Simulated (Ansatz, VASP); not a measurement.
**TePb in VASP and in Ansatz**

```
Pb Te
1.0
     3.27416    0.00000    0.00000
     0.00000    3.27416    0.00000
     0.00000    0.00000    3.27416
Pb Te
1 1
Direct
  0.00000 0.00000 0.00000
  0.50000 0.50000 0.50000
```

Change from the starting cell: volume scaled by 0.55, norm-conserving files.

Alike in both runs: task single point; functional PBE; k mesh 11 × 11 × 11; occupations fermi-dirac, width 0.1 eV; no spin polarisation.

|  | VASP | Ansatz |
| --- | --- | --- |
| version | VASP 6.6.1 | Ansatz 0.2.0 |
| potentials or method | VASP PAW PBE potentials, release 64 (Pb_d, Te) | norm-conserving pseudopotentials, scalar-relativistic |
| plane-wave cutoff (eV) | 520 | 1120 |
| valence electrons in the cell | 20 | 30 |

|  | VASP | Ansatz | Ansatz less VASP |
| --- | --- | --- | --- |
| pressure (GPa) | 95.5 | 95.7 | +0.21 |

Both programs put the cell under a high pressure, so it lies far from rest at this level. VASP's potentials hold 20 valence electrons a cell and Ansatz's 30, so a difference there can come from the potentials and not from the codes.

Spin-orbit coupling is off throughout. Noted on VASP's run: the cell as given lies far from equilibrium.
